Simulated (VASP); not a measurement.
# AlN (Pnma) in VASP: further runs

Runs on AlN. Level: PBE. Tasks: single point.

All numbers are computed with VASP 6.6.1; they aren't measurements. Logs are shortened: lines on timing, memory, paths and dates and some standing lists are left out, and cuts for length are marked.

### 1 The cell of the first run

Symmetry: Pnma, No. 62, orthorhombic system. Conventional cell: a = 10.888 Å, b = 3.173 Å, c = 5.071 Å, α = 90.00°, β = 90.00°, γ = 90.00°. Within 2.5 Å of Al (site symmetry m) lie 4 N at 1.87 to 2.02 Å. Within 2.5 Å of Al (site symmetry m) lie 4 N at 1.87 to 1.92 Å. N (site symmetry m) has 4 Al at 1.87 to 2.02 Å within 2.5 Å. Within 2.5 Å of N (site symmetry m) lie 4 Al at 1.88 to 1.92 Å.

The cell was built from a structure type or drawn by symmetry, and may not be a known phase.

### 2 Single point, PBE

Input file INCAR:

```
SYSTEM = AlN
PREC = Accurate
ENCUT = 520
EDIFF = 1E-6
ISMEAR = 0
SIGMA = 0.1
LREAL = Auto
LASPH = .True.
NELM = 80
ALGO = Normal
ISIF = 2
LWAVE = .False.
LCHARG = .True.
GGA = PE
LELF = .True.
LVHAR = .True.
NBANDS = 46
```

Input file KPOINTS:

```
Automatic mesh
0
Gamma
  2 6 4
  0 0 0
```

Input file POSCAR:

```
AlN
1.0
   10.8878884000      0.0000000000      0.0000000000
    0.0000000000      3.1733028000      0.0000000000
    0.0000000000      0.0000000000      5.0714337000
Al N
8 8
Direct
    0.0457330000      0.2500000000      0.3112210000
    0.4542670000      0.7500000000      0.8112210000
    0.2077660000      0.2500000000      0.8236890000
    0.2922340000      0.7500000000      0.3236890000
    0.5457330000      0.2500000000      0.1887790000
    0.9542670000      0.7500000000      0.6887790000
    0.7077660000      0.2500000000      0.6763110000
    0.7922340000      0.7500000000      0.1763110000
    0.0446270000      0.2500000000      0.7087800000
    0.4553730000      0.7500000000      0.2087800000
    0.2106860000      0.2500000000      0.2011470000
    0.2893140000      0.7500000000      0.7011470000
    0.5446270000      0.2500000000      0.7912200000
    0.9553730000      0.7500000000      0.2912200000
    0.7106860000      0.2500000000      0.2988530000
    0.7893140000      0.7500000000      0.7988530000
```

Potentials or basis: VASP PAW PBE potentials, release 64 (Al, N).

On the command line:

```
$ cat potpaw_PBE.64/Al/POTCAR potpaw_PBE.64/N/POTCAR > POTCAR
$ mpirun -np 1 vasp_std > vasp.out
```

OUTCAR:

```text
SYSTEM = AlN
   PREC = Accurate
   ENCUT = 520
   EDIFF = 1E-6
   ISMEAR = 0
   LREAL = Auto
   LASPH = .True.
   NELM = 80
   ISIF = 2
   GGA = PE

 ion  position               nearest neighbor table
   1  0.046  0.250  0.311-  14 1.87  14 1.87  11 1.88   9 2.02   6 2.68   6 2.68   3 3.04   4 3.12
                             4 3.12   3 3.14   8 3.26   8 3.26
   2  0.454  0.750  0.811-  13 1.87  13 1.87  12 1.88  10 2.02   5 2.68   5 2.68   4 3.04   3 3.12
                             3 3.12   4 3.14   7 3.26   7 3.26
   3  0.208  0.250  0.824-   9 1.87  11 1.91  12 1.92  12 1.92   1 3.04   2 3.12   2 3.12   4 3.13
                             4 3.13   4 3.13   4 3.13   1 3.14   6 3.26   6 3.26
   4  0.292  0.750  0.324-  10 1.87  12 1.91  11 1.92  11 1.92   2 3.04   1 3.12   1 3.12   3 3.13
                             3 3.13   3 3.13   3 3.13   2 3.14   5 3.26   5 3.26
   5  0.546  0.250  0.189-  10 1.87  10 1.87  15 1.88  13 2.02   2 2.68   2 2.68   7 3.04   8 3.12
                             8 3.12   7 3.14   4 3.26   4 3.26
   6  0.954  0.750  0.689-   9 1.87   9 1.87  16 1.88  14 2.02   1 2.68   1 2.68   8 3.04   7 3.12
                             7 3.12   8 3.14   3 3.26   3 3.26
   7  0.708  0.250  0.676-  13 1.87  15 1.91  16 1.92  16 1.92   5 3.04   6 3.12   6 3.12   8 3.13
                             8 3.13   8 3.13   8 3.13   5 3.14   2 3.26   2 3.26
   8  0.792  0.750  0.176-  14 1.87  16 1.91  15 1.92  15 1.92   6 3.04   5 3.12   5 3.12   7 3.13
                             7 3.13   7 3.13   7 3.13   6 3.14   1 3.26   1 3.26
   9  0.045  0.250  0.709-   3 1.87   6 1.87   6 1.87   1 2.02
  10  0.455  0.750  0.209-   4 1.87   5 1.87   5 1.87   2 2.02
  11  0.211  0.250  0.201-   1 1.88   3 1.91   4 1.92   4 1.92
  12  0.289  0.750  0.701-   2 1.88   4 1.91   3 1.92   3 1.92
  13  0.545  0.250  0.791-   7 1.87   2 1.87   2 1.87   5 2.02
  14  0.955  0.750  0.291-   8 1.87   1 1.87   1 1.87   6 2.02
  15  0.711  0.250  0.299-   5 1.88   7 1.91   8 1.92   8 1.92
  16  0.789  0.750  0.799-   6 1.88   8 1.91   7 1.92   7 1.92

  LATTYP: Found a simple orthorhombic cell.
 ALAT       =     3.1733028000
 B/A-ratio  =     1.5981562491
 C/A-ratio  =     3.4310902823

  Lattice vectors:

 A1 = (   0.0000000000,   3.1733028000,   0.0000000000)
 A2 = (   0.0000000000,   0.0000000000,   5.0714337000)
 A3 = (  10.8878884000,   0.0000000000,   0.0000000000)

Analysis of symmetry for initial positions (statically):
=====================================================================
 Subroutine PRICEL returns:
 Original cell was already a primitive cell.

 Routine SETGRP: Setting up the symmetry group for a
 simple orthorhombic supercell.

 Subroutine GETGRP returns: Found  8 space group operations
 (whereof  2 operations were pure point group operations)
 out of a pool of  8 trial point group operations.

The static configuration has the point symmetry S_2 .
 The point group associated with its full space group is D_2h.

Analysis of symmetry for dynamics (positions and initial velocities):
=====================================================================
 Subroutine PRICEL returns:
 Original cell was already a primitive cell.

 Routine SETGRP: Setting up the symmetry group for a
 simple orthorhombic supercell.

 Subroutine GETGRP returns: Found  8 space group operations
 (whereof  2 operations were pure point group operations)
 out of a pool of  8 trial point group operations.

The dynamic configuration has the point symmetry S_2 .
 The point group associated with its full space group is D_2h.

 Subroutine INISYM returns: Found  8 space group operations
 (whereof  2 operations are pure point group operations),
 and found     1 'primitive' translations

----------------------------------------------------------------------------------------

                                     Primitive cell

  volume of cell :     175.2209

  direct lattice vectors                    reciprocal lattice vectors
    10.887888400  0.000000000  0.000000000     0.091845174  0.000000000  0.000000000
     0.000000000  3.173302800  0.000000000     0.000000000  0.315129083  0.000000000
     0.000000000  0.000000000  5.071433700     0.000000000  0.000000000  0.197182899

  length of vectors
    10.887888400  3.173302800  5.071433700     0.091845174  0.315129083  0.197182899

  position of ions in fractional coordinates (direct lattice)
     0.045733000  0.250000000  0.311221000
     0.454267000  0.750000000  0.811221000
     0.207766000  0.250000000  0.823689000
     0.292234000  0.750000000  0.323689000
     0.545733000  0.250000000  0.188779000
     0.954267000  0.750000000  0.688779000
[... 8 lines left out ...]
     0.710686000  0.250000000  0.298853000
     0.789314000  0.750000000  0.798853000

  ion indices of the primitive-cell ions
   primitive index   ion index
                 1           1
                 2           2
                 3           3
                 4           4
                 5           5
                 6           6
[... 8 lines left out ...]
                15          15
                16          16

----------------------------------------------------------------------------------------

 KPOINTS: Automatic mesh

Automatic generation of k-mesh.
 Grid dimensions read from file:
 generate k-points for:    2    6    4

 Generating k-lattice:

  Cartesian coordinates                     Fractional coordinates (reciprocal lattice)
     0.045922587  0.000000000  0.000000000     0.500000000  0.000000000  0.000000000
     0.000000000  0.052521514  0.000000000     0.000000000  0.166666667  0.000000000
     0.000000000  0.000000000  0.049295725     0.000000000  0.000000000  0.250000000

  Length of vectors
     0.045922587  0.052521514  0.049295725

  Shift w.r.t. Gamma in fractional coordinates (k-lattice)
     0.000000000  0.000000000  0.000000000

 Subroutine IBZKPT returns following result:
 ===========================================

 Found     24 irreducible k-points:

 Following reciprocal coordinates:
            Coordinates               Weight
  0.000000  0.000000  0.000000      1.000000
  0.500000  0.000000  0.000000      1.000000
  0.000000  0.166667  0.000000      2.000000
  0.500000  0.166667  0.000000      2.000000
[... 18 lines left out ...]
   LNONCOLLINEAR =      F non collinear calculations
   LSORBIT =      F    spin-orbit coupling
   LASPH  =      T    aspherical Exc in radial PAW
   ENCUT  =  520.0 eV  38.22 Ry    6.18 a.u.  20.24  5.90  9.43*2*pi/ulx,y,z
   NELM   =     80;   NELMIN=  2; NELMDL= -5     # of ELM steps
   EDIFF  = 0.1E-05   stopping-criterion for ELM
   LREAL  =      T    real-space projection
   EDIFFG = 0.1E-04   stopping-criterion for IOM
   NSW    =      0    number of steps for IOM
   IBRION =     -1    ionic relax: 0-MD 1-quasi-New 2-CG
   NFREE  =      0    steps in history (QN), initial steepest desc. (CG)
   ISIF   =      2    stress and relaxation
   ISYM   =      2    0-nonsym 1-usesym 2-fastsym
   POTIM  = 0.5000    time-step for ionic-motion
   TEBEG  =    0.0;   TEEND  =   0.0 temperature during run
   PSTRESS=    0.0 pullay stress
   NELECT =      64.0000    total number of electrons
   NUPDOWN=      -1.0000    fix difference up-down
   EMIN   =  10.00;   EMAX   =-10.00  energy-range for DOS
   EFERMI =   0.00;   METHOD = LEGACY
   ISMEAR =     0;   SIGMA  =   0.10  broadening in eV -4-tet -1-fermi 0-gaus
   EFERMI_NEDOS =   21; number of points for ismear=-14 and -15
   IALGO  =     38    algorithm
   IMIX   =      4    mixing-type and parameters
     AMIX     =   0.40;   BMIX     =  1.00
     AMIX_MAG =   1.60;   BMIX_MAG =  1.00
  volume/ion in A,a.u.               =      10.95        73.90
  Fermi-wavevector in a.u.,A,eV,Ry     =   1.170234  2.211422 18.632477  1.369448
  Thomas-Fermi vector in A             =   2.306696
   LORBIT       =      0    0 simple, 1 ext, 2 COOP (PROOUT), +10 PAW based schemes
   GGA     = PE    functional components
   LHFCALC =     F    Hartree Fock is set to
   AEXX    =    0.0000 exact exchange contribution
   IVDW    =     0    specifies the selected vdW correction
   LEPSILON=     F    determine dielectric tensor
   LRPA    =     F    only Hartree local field effects (RPA)
 non-spin polarized calculation
 Gauss-broadening in eV      SIGMA  =   0.10
  energy-cutoff  :      520.00
  volume of cell :      175.22
 maximum number of plane-waves:      4768
 NGX is ok and might be reduce to    84
   NGX = 41   NGY = 11   NGZ = 19

 number of electron      63.9999993 magnetization

 Free energy of the ion-electron system (eV)
  ---------------------------------------------------
  ext. energy  EPLUGINS =         0.00000000
  ---------------------------------------------------
  free energy    TOTEN  =      -117.94570216 eV

  energy without entropy =     -117.94570216  energy(sigma->0) =     -117.94570216

 E-fermi :   6.3473     XC(G=0): -10.6553

 val. band max:        5.8700944809   @ k =   0.0000   0.0000   0.0000
 cond. band min:       9.4655612231   @ k =   0.0000   0.0000   0.0000
 fundamental gap:      3.5954667422
 Fermi energy:         6.3472804560

 k-point     1 :       0.0000    0.0000    0.0000
  band No.  band energies     occupation
      1      -9.4004      2.00000
      2      -8.7286      2.00000
      3      -8.6784      2.00000
      4      -7.6257      2.00000
      5      -7.2949      2.00000
      6      -7.0832      2.00000
[... 36 lines left out ...]
     43      14.5591      0.00000
     44      14.5729      0.00000

 k-point     2 :       0.5000    0.0000    0.0000
  band No.  band energies     occupation
      1      -9.2157      2.00000
      2      -9.2157      2.00000
      3      -8.0266      2.00000
      4      -8.0266      2.00000
      5      -7.2082      2.00000
      6      -7.2082      2.00000
[... 36 lines left out ...]
     43      14.9668      0.00000
     44      14.9668      0.00000

 k-point     3 :       0.0000    0.1667    0.0000
  band No.  band energies     occupation
      1      -9.1521      2.00000
      2      -8.5088      2.00000
      3      -8.4701      2.00000
      4      -7.4666      2.00000
      5      -7.1754      2.00000
      6      -7.0066      2.00000
[... 36 lines left out ...]
     43      14.1604      0.00000
     44      14.1856      0.00000

 k-point     4 :       0.5000    0.1667    0.0000
  band No.  band energies     occupation
      1      -8.9758      2.00000
      2      -8.9758      2.00000
      3      -7.8508      2.00000
      4      -7.8508      2.00000
      5      -7.1028      2.00000
      6      -7.1028      2.00000
[... 882 lines left out ...]
     43      14.4241      0.00000
     44      14.4241      0.00000

 k-point    23 :       0.0000    0.5000    0.5000
  band No.  band energies     occupation
      1      -7.2619      2.00000
      2      -7.2619      2.00000
      3      -7.2275      2.00000
      4      -7.2275      2.00000
      5      -7.1803      2.00000
      6      -7.1803      2.00000
[... 36 lines left out ...]
     43      14.3791      0.00000
     44      14.3791      0.00000

 k-point    24 :       0.5000    0.5000    0.5000
  band No.  band energies     occupation
      1      -7.2468      2.00000
      2      -7.2468      2.00000
      3      -7.2468      2.00000
      4      -7.2468      2.00000
      5      -7.1605      2.00000
      6      -7.1605      2.00000
[... 36 lines left out ...]
     43      14.1004      0.00000
     44      14.1004      0.00000
 [bands above 44 left out]

------------------------ aborting loop because EDIFF is reached ----------------------------------------

  FORCE on cell =-STRESS in cart. coord.  units (eV):
  Direction    XX          YY          ZZ          XY          YZ          ZX
  --------------------------------------------------------------------------------------
  -------------------------------------------------------------------------------------
  Total       -0.3238285     -0.2912471     -0.2210690      0.0000000      0.0000000      0.0000000
  in kB       -2.9610091     -2.6630923     -2.0214012      0.0000000      0.0000000      0.0000000
  external PRESSURE =      -2.5485009 kB  Pullay stress =       0.0000000 kB

 VOLUME and BASIS-vectors are now :
 -----------------------------------------------------------------------------
  energy-cutoff  :      520.00
  volume of cell :      175.22
      direct lattice vectors                 reciprocal lattice vectors
    10.887888400  0.000000000  0.000000000     0.091845174  0.000000000  0.000000000
     0.000000000  3.173302800  0.000000000     0.000000000  0.315129083  0.000000000
     0.000000000  0.000000000  5.071433700     0.000000000  0.000000000  0.197182899

 POSITION                                       TOTAL-FORCE (eV/Angst)
 -----------------------------------------------------------------------------------
      0.49794      0.79333      1.57834        -0.002462     -0.000000      0.003213
      4.94601      2.37998      4.11405         0.002462     -0.000000      0.003213
      2.26213      0.79333      4.17728        -0.005712     -0.000000     -0.001001
      3.18181      2.37998      1.64157         0.005712     -0.000000     -0.001001
      5.94188      0.79333      0.95738        -0.002462      0.000000     -0.003213
     10.38995      2.37998      3.49310         0.002462      0.000000     -0.003213
[... 8 lines left out ...]
      7.73787      0.79333      1.51561        -0.002889      0.000000     -0.000700
      8.59396      2.37998      4.05133         0.002889      0.000000     -0.000700
 -----------------------------------------------------------------------------------
    total drift:                                0.000000     -0.000000     -0.000000

  FREE ENERGIE OF THE ION-ELECTRON SYSTEM (eV)
  ---------------------------------------------------
  free  energy   TOTEN  =      -117.9457021606 eV

  energy  without entropy=     -117.9457021606  energy(sigma->0) =     -117.94570216
```

Run time: 1.9 min. Hardware: 1 thread of Intel Xeon 6975P-C (Granite Rapids), shared host; peak memory 0.32 GiB.

Results:

* Free energy: -117.9457 eV
* Pressure: -0.3 GPa
* Largest force: 0.006 eV/Å
* Band gap on the k mesh: 3.60 eV

Forces on the atoms (eV/Å):
```
Al  -0.002  0.000  0.003
Al   0.002  0.000  0.003
Al  -0.006  0.000 -0.001
Al   0.006  0.000 -0.001
Al  -0.002  0.000 -0.003
Al   0.002  0.000 -0.003
Al  -0.006  0.000  0.001
Al   0.006  0.000  0.001
N    0.000  0.000  0.000
N    0.000  0.000  0.000
N   -0.003  0.000  0.001
N    0.003  0.000  0.001
N    0.000  0.000  0.000
N    0.000  0.000  0.000
N   -0.003  0.000 -0.001
N    0.003  0.000 -0.001
```

Levels at points of the mesh, in eV from the valence-band top:
```csv
k point,band 30,band 31,band 32,band 33,band 34,band 35
"(0.00, 0.00, 0.00)",-0.54,-0.28,0.00,3.60,5.42,5.56
"(0.50, 0.00, 0.00)",-0.57,-0.09,-0.09,4.42,4.42,5.60
"(0.00, 0.50, 0.00)",-1.16,-0.99,-0.99,5.24,5.24,5.96
"(0.50, 0.50, 0.00)",-1.29,-1.29,-1.29,5.71,5.71,5.71
"(0.00, 0.00, 0.50)",-0.75,-0.70,-0.70,4.99,4.99,5.62
"(0.50, 0.00, 0.50)",-0.85,-0.77,-0.77,5.11,5.11,5.57
"(0.00, 0.50, 0.50)",-1.13,-0.73,-0.73,5.05,5.05,5.38
"(0.50, 0.50, 0.50)",-0.86,-0.86,-0.86,5.50,5.50,5.50
```

### 3 Single point, PBE

Input file INCAR:

```
SYSTEM = AlN
  PREC = Accurate
  ENCUT = 520
  EDIFF = 1E-7
  ISMEAR = 0
  SIGMA = 0.02
  LREAL = Auto
  LASPH = .TRUE.
  NELM = 60
  ALGO = Normal
  ISIF = 2
  LWAVE = .FALSE.
  LCHARG = .FALSE.
  GGA = PE
  NBANDS = 46
```

Input file KPOINTS:

```
Automatic mesh
0
G
  2 8 6
  0 0 0
```

POSCAR is that of step 2.

Potentials or basis: VASP PAW PBE potentials, release 64 (Al, N).

On the command line:

```
$ cat potpaw_PBE.64/Al/POTCAR potpaw_PBE.64/N/POTCAR > POTCAR
$ mpirun -np 1 vasp_std > vasp.out
```

Wall time 3.4 min (1 thread of Intel Xeon 6975P-C (Granite Rapids), shared host); peak memory 0.37 GiB.

Results (log left out):

- Free energy: -117.9470 eV
- Pressure: -0.2 GPa
- Largest force: 0.006 eV/Å
- Band gap on the k mesh: 3.60 eV

Forces in eV/Å, atoms in the order of the input:
```
Al  -0.002  0.000  0.003
Al   0.002  0.000  0.003
Al  -0.006  0.000 -0.001
Al   0.006  0.000 -0.001
Al  -0.002  0.000 -0.003
Al   0.002  0.000 -0.003
Al  -0.006  0.000  0.001
Al   0.006  0.000  0.001
N    0.001  0.000  0.000
N   -0.001  0.000  0.000
N   -0.004  0.000  0.001
N    0.004  0.000  0.001
N    0.001  0.000  0.000
N   -0.001  0.000  0.000
N   -0.004  0.000 -0.001
N    0.004  0.000 -0.001
```

Stress tensor (GPa, compression positive):
```
-0.29  0.00  0.00
 0.00 -0.27  0.00
 0.00  0.00 -0.19
```

Levels at points of the mesh, in eV from the valence-band top:
```tsv
k point	band 29	band 30	band 31	band 32	band 33	band 34	band 35	band 36
(0.00, 0.00, 0.00)	-0.67	-0.54	-0.28	0.00	3.60	5.42	5.56	5.63
(0.50, 0.00, 0.00)	-0.57	-0.57	-0.09	-0.09	4.42	4.42	5.60	5.60
(0.00, 0.50, 0.00)	-1.16	-1.16	-0.99	-0.99	5.24	5.24	5.96	5.96
(0.50, 0.50, 0.00)	-1.29	-1.29	-1.29	-1.29	5.71	5.71	5.71	5.71
(0.00, 0.00, 0.50)	-0.75	-0.75	-0.70	-0.70	4.99	4.99	5.62	5.62
(0.50, 0.00, 0.50)	-0.85	-0.85	-0.77	-0.77	5.11	5.11	5.57	5.57
(0.00, 0.50, 0.50)	-1.13	-1.13	-0.73	-0.73	5.05	5.05	5.38	5.38
(0.50, 0.50, 0.50)	-0.86	-0.86	-0.86	-0.86	5.50	5.50	5.50	5.50
```

A k mesh can miss the band edges.

### 4 Single point, PBE

Input file INCAR:

```
PREC = Accurate ; ENCUT = 520
EDIFF = 1E-7 ; ISMEAR = 0
SIGMA = 0.02 ; LREAL = Auto
LASPH = T ; NELM = 80
ALGO = Normal ; ISIF = 2
LWAVE = F ; LCHARG = F
GGA = PE ; NBANDS = 46
```

Input file KPOINTS:

```
regular mesh
0
Gamma
  2 8 6
```

POSCAR is that of step 3.

On the command line:

```
$ cat potpaw_PBE.64/Al/POTCAR potpaw_PBE.64/N/POTCAR > POTCAR
$ mpirun -np 1 vasp_std > vasp.out
```

Run time: 3.9 min. Hardware: 1 thread of Intel Xeon 6975P-C (Granite Rapids), shared host; peak memory 0.37 GiB.

The run converged. Its results:

* Free energy: -117.9470 eV
* Pressure: -0.2 GPa
* Largest force: 0.006 eV/Å
* Band gap on the k mesh: 3.60 eV

Forces on the atoms (eV/Å):
```
Al  -0.002  0.000  0.003
Al   0.002  0.000  0.003
Al  -0.006  0.000 -0.001
Al   0.006  0.000 -0.001
Al  -0.002  0.000 -0.003
Al   0.002  0.000 -0.003
Al  -0.006  0.000  0.001
Al   0.006  0.000  0.001
N    0.001  0.000  0.000
N   -0.001  0.000  0.000
N   -0.004  0.000  0.001
N    0.004  0.000  0.001
N    0.001  0.000  0.000
N   -0.001  0.000  0.000
N   -0.004  0.000 -0.001
N    0.004  0.000 -0.001
```

Stress tensor (GPa, compression positive):
```
-0.29  0.00  0.00
 0.00 -0.27  0.00
 0.00  0.00 -0.19
```

Levels at points of the mesh, in eV from the valence-band top:
| k point | band 30 | band 31 | band 32 | band 33 | band 34 | band 35 |
| --- | --- | --- | --- | --- | --- | --- |
| (0.00, 0.00, 0.00) | -0.54 | -0.28 | 0.00 | 3.60 | 5.42 | 5.56 |
| (0.50, 0.00, 0.00) | -0.57 | -0.09 | -0.09 | 4.42 | 4.42 | 5.60 |
| (0.00, 0.50, 0.00) | -1.16 | -0.99 | -0.99 | 5.24 | 5.24 | 5.96 |
| (0.50, 0.50, 0.00) | -1.29 | -1.29 | -1.29 | 5.71 | 5.71 | 5.71 |
| (0.00, 0.00, 0.50) | -0.75 | -0.70 | -0.70 | 4.99 | 4.99 | 5.62 |
| (0.50, 0.00, 0.50) | -0.85 | -0.77 | -0.77 | 5.11 | 5.11 | 5.57 |
| (0.00, 0.50, 0.50) | -1.13 | -0.73 | -0.73 | 5.05 | 5.05 | 5.38 |
| (0.50, 0.50, 0.50) | -0.86 | -0.86 | -0.86 | 5.50 | 5.50 | 5.50 |

A k mesh can miss the band edges.
